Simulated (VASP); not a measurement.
Input of a VASP 6.6.1 run:

File INCAR:

```
ALGO = Normal
EDIFF = 1E-6
ENCUT = 500
GGA = LIBXC
GGA_COMPAT = F
ISIF = 2
ISMEAR = 0
LASPH = T
LCHARG = F
LIBXC1 = GGA_X_B88
LIBXC2 = GGA_C_PBE
LMAXMIX = 6
LREAL = F
LWAVE = F
NBANDS = 16
NELM = 200
PREC = Accurate
SIGMA = 0.1
```

The input KPOINTS:

```
k-points
0
Gamma
  7 7 4
```

The input POSCAR:

```
NaLa
1.0
    3.4259375000      0.0000000000      0.0000000000
   -1.7129735000      2.9669450000      0.0000000000
    0.0000000000      0.0000000000      7.1842437673
Na La
1 1
Direct
    0.0000000000      0.0000000000      0.0000000000
    0.3333333333      0.6666666667      0.5000000000
```

Potentials or basis: VASP PAW PBE potentials, release 64 (Na_pv, La).

Command:

```bash
$ cat potpaw_PBE.64/Na_pv/POTCAR potpaw_PBE.64/La/POTCAR > POTCAR
$ mpirun -np 1 vasp_std > vasp.out
```

**Question.** Predict the pressure.

**Answer.** 0.4 GPa.

**Question.** What does it give for the band gap on the k mesh?

**Answer.** Zero (bands 9 and 10 overlap by 1.15 eV).

Stress tensor (GPa, compression positive):
```
 1.81  0.00  0.00
 0.00  1.81  0.00
 0.00  0.00 -2.37
```

Caveat: the PAW data sets were made with another functional, which shifts forces and pressure a little; spin-orbit coupling is left out, which moves the levels of the heavy elements.
